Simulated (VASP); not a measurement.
# CaSe (I-4m2) in VASP: notebook, part 2 of 2

VASP 6.6.1.

## 3. Single point, PBE

This run uses another cell than the first one, of 36.42 Å³/atom, 1.007 times its volume.

INCAR reads:

```
SYSTEM = CaSe
ALGO     = Normal         ! electronic algorithm
EDIFF    = 1E-7           ! SCF threshold, eV
ENCUT    = 520            ! plane-wave cutoff, eV
GGA      = PE             ! functional
ISIF     = 2              ! what is computed and relaxed
ISMEAR   = 0              ! smearing method
LASPH    = .True.         ! aspherical terms in the spheres
LCHARG   = .False.        ! write CHGCAR
LREAL    = .False.        ! projectors in reciprocal space
LWAVE    = .False.        ! write WAVECAR
NBANDS   = 15             ! bands
NELM     = 100            ! most SCF steps
PREC     = Accurate       ! precision mode
SIGMA    = 0.01           ! smearing width, eV
```

KPOINTS reads:

```
k-points
0
Gamma
  5 5 5
  0 0 0
```

POSCAR reads:

```
CaSe
1.0
    0.0000000000      3.3220000000      3.3000000000
    3.3220000000      0.0000000000      3.3000000000
    3.3220000000      3.3220000000      0.0000000000
Ca Se
1 1
Direct
    0.0000000000      0.0000000000      0.0000000000
    0.7500000000      0.7500000000      0.7500000000
```

Potentials or basis: VASP PAW PBE potentials, release 64 (Ca_sv, Se).

On the command line:

```console
$ cat potpaw_PBE.64/Ca_sv/POTCAR potpaw_PBE.64/Se/POTCAR > POTCAR
$ mpirun -np 1 vasp_std > vasp.out
```

Run time: 51 s. Hardware: 1 thread of AMD EPYC 7R13, shared host; peak memory 0.18 GiB.

The run converged. Its results:

| Quantity | Value |
| --- | --- |
| Free energy | -8.9682 eV |
| Pressure | -0.5 GPa |
| Band gap on the k mesh | 3.11 eV, indirect (least direct gap 3.18 eV) |

Levels at points of the mesh, in eV from the valence-band top:
```
           k point  band 6  band 7  band 8  band 9  band 10  band 11
(0.00, 0.00, 0.00)   -0.08   -0.08   -0.08    3.11     5.29     5.32
```

## 4. Single point, PBE

This run uses another cell than the first one, of 36.66 Å³/atom, 1.013 times its volume.

INCAR reads:

```
SYSTEM = CaSe
  PREC = Accurate
  ENCUT = 520
  EDIFF = 1E-6
  ISMEAR = 0
  SIGMA = 0.01
  LREAL = .FALSE.
  LASPH = .TRUE.
  NELM = 80
  ALGO = Normal
  ISIF = 2
  LWAVE = .FALSE.
  LCHARG = .TRUE.
  GGA = PE
  LELF = .TRUE.
  LVHAR = .TRUE.
  NBANDS = 15
```

KPOINTS reads:

```
regular mesh
0
G
  5 5 5
  0 0 0
```

POSCAR reads:

```
CaSe
1.0
    0.0000000000      3.3330000000      3.3000000000
    3.3330000000      0.0000000000      3.3000000000
    3.3330000000      3.3330000000      0.0000000000
Ca Se
1 1
Direct
    0.0000000000      0.0000000000      0.0000000000
    0.7500000000      0.7500000000      0.7500000000
```

Potentials or basis: VASP PAW PBE potentials, release 64 (Ca_sv, Se).

On the command line:

```console
$ cat potpaw_PBE.64/Ca_sv/POTCAR potpaw_PBE.64/Se/POTCAR > POTCAR
$ mpirun -np 1 vasp_std > vasp.out
```

OUTCAR:

```text
SYSTEM = CaSe
   PREC = Accurate
   ENCUT = 520
   EDIFF = 1E-6
   ISMEAR = 0
   LREAL = .FALSE.
   LASPH = .TRUE.
   NELM = 80
   ISIF = 2
   GGA = PE

 ion  position               nearest neighbor table
   1  0.000  0.000  0.000-   2 2.88   2 2.88   2 2.88   2 2.88
   2  0.750  0.750  0.750-   1 2.88   1 2.88   1 2.88   1 2.88

  LATTYP: Found a body centered tetragonal cell.
 ALAT       =     4.7135738034
 C/A-ratio  =     1.4002114479

  Lattice vectors:

 A1 = (   0.0000000000,  -3.3330000000,  -3.3000000000)
 A2 = (   0.0000000000,   3.3330000000,  -3.3000000000)
 A3 = (   3.3330000000,   0.0000000000,   3.3000000000)

Analysis of symmetry for initial positions (statically):
=====================================================================
 Subroutine PRICEL returns:
 Original cell was already a primitive cell.

 Routine SETGRP: Setting up the symmetry group for a
 body centered tetragonal supercell.

 Subroutine GETGRP returns: Found  8 space group operations
 (whereof  8 operations were pure point group operations)
 out of a pool of 16 trial point group operations.

The static configuration has the point symmetry D_2d.

Analysis of symmetry for dynamics (positions and initial velocities):
[... 168 lines left out ...]
      8      -0.5228      2.00000
      9       2.6368      0.00000
     10       4.8126      0.00000
     11       4.8588      0.00000
     12       6.7258      0.00000
     13       6.7258      0.00000
     14       6.7643      0.00000
[... 293 lines left out ...]
      2     -20.7124      2.00000
      3     -20.6940      2.00000
      4     -20.6905      2.00000
      5     -10.4481      2.00000
      6      -1.3276      2.00000
      7      -0.9113      2.00000
      8      -0.5085      2.00000
      9       3.4870      0.00000
     10       4.4714      0.00000
     11       5.2185      0.00000
     12       5.7794      0.00000
     13       6.1424      0.00000
     14       7.1376      0.00000
     15       8.2939      0.00000

------------------------ aborting loop because EDIFF is reached ----------------------------------------

  FORCE on cell =-STRESS in cart. coord.  units (eV):
  Direction    XX          YY          ZZ          XY          YZ          ZX
  --------------------------------------------------------------------------------------
  -------------------------------------------------------------------------------------
  Total       -0.3254245     -0.3254245     -0.2974926      0.0000000      0.0000000     -0.0000000
  in kB       -7.1112557     -7.1112557     -6.5008803      0.0000000      0.0000000     -0.0000000
  external PRESSURE =      -6.9077972 kB  Pullay stress =       0.0000000 kB

 VOLUME and BASIS-vectors are now :
 -----------------------------------------------------------------------------
  energy-cutoff  :      520.00
  volume of cell :       73.32
      direct lattice vectors                 reciprocal lattice vectors
     0.000000000  3.333000000  3.300000000    -0.150015002  0.150015002  0.151515152
     3.333000000  0.000000000  3.300000000     0.150015002 -0.150015002  0.151515152
     3.333000000  3.333000000  0.000000000     0.150015002  0.150015002 -0.151515152

 POSITION                                       TOTAL-FORCE (eV/Angst)
 -----------------------------------------------------------------------------------
      0.00000      0.00000      0.00000         0.000000      0.000000     -0.000000
      4.99950      4.99950      4.95000        -0.000000     -0.000000      0.000000
 -----------------------------------------------------------------------------------
    total drift:                               -0.000000     -0.000000     -0.000000

  FREE ENERGIE OF THE ION-ELECTRON SYSTEM (eV)
  ---------------------------------------------------
  free  energy   TOTEN  =        -8.9664071514 eV

  energy  without entropy=       -8.9664071514  energy(sigma->0) =       -8.96640715
```

stdout:

```text
POSCAR found type information on POSCAR CaSe
 POSCAR found :  2 types and       2 ions
 scaLAPACK will be used
 LDA part: xc-table for (Slater+PW92), standard interpolation
 POSCAR, INCAR and KPOINTS ok, starting setup
 FFT: planning ... GRIDC
 FFT: planning ... GRID_SOFT
 FFT: planning ... GRID
 WAVECAR not read
 entering main loop
```

Run time: 55 s. Hardware: 1 thread of AMD EPYC 7R13, shared host; peak memory 0.18 GiB.

What came out:

| Property | Result |
| --- | --- |
| Free energy | -8.9664 eV |
| Pressure | -0.7 GPa |
| Band gap on the k mesh | 3.09 eV, indirect (least direct gap 3.16 eV) |

A k mesh can miss the band edges. As with any semilocal functional, this PBE gap is likely too small.

## 5. Overview

```csv
cell,gap on the mesh (eV),pressure (GPa)
"a = 4.675, b = 4.675, c = 4.682 Å, angles 59.9, 59.9, 60.1°, 2 atoms",3.13,-0.3
"a = 4.682, b = 4.682, c = 4.698 Å, angles 59.9, 59.9, 60.2°, 2 atoms",3.11,-0.5
"a = 4.690, b = 4.690, c = 4.714 Å, angles 59.8, 59.8, 60.3°, 2 atoms",3.09,-0.7
```

Alike in all rows: task single point; level PBE; potentials or basis VASP PAW PBE potentials, release 64 (Ca_sv, Se); no spin polarisation; k mesh 5 × 5 × 5; cutoff (eV) 520; smearing gaussian 0.01 eV.

Absolute energies hang on the potentials; compare differences alone.
